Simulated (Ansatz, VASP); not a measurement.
**Two plane-wave programs on GaP**

```
CELL_PARAMETERS angstrom
0.00000 2.72000 2.72000
2.72000 0.00000 2.72000
2.72000 2.72000 0.00000
ATOMIC_POSITIONS crystal
Ga 0.00000 0.00000 0.00000
P 0.25000 0.25000 0.25000
```

Alike in both runs: task single point; functional PBEsol; k mesh 6 × 6 × 6; occupations gaussian, width 0.1 eV; no spin polarisation.

```csv
,VASP,Ansatz
version,VASP 6.6.1,Ansatz 0.2.0
potentials or method,"VASP PAW PBE potentials, release 64 (Ga_d, P), cutoff 500 eV","scalar-relativistic, plane waves, PAW"
valence electrons in the cell,18,18
```

Ansatz gave:

* gap on the k mesh at the Fermi level (eV): 1.50
* least direct gap on the mesh (eV): 1.79
* pressure (GPa): 0.0

Q: What did VASP give for the same quantities?

A: gap on the k mesh at the Fermi level (eV): 1.50; least direct gap on the mesh (eV): 1.80; pressure (GPa): -0.1.

VASP's potentials were made for PBE, not for PBEsol, and Ansatz warns of the same on its side. With one functional, cell and mesh, what is left measures potentials, basis and numerics.
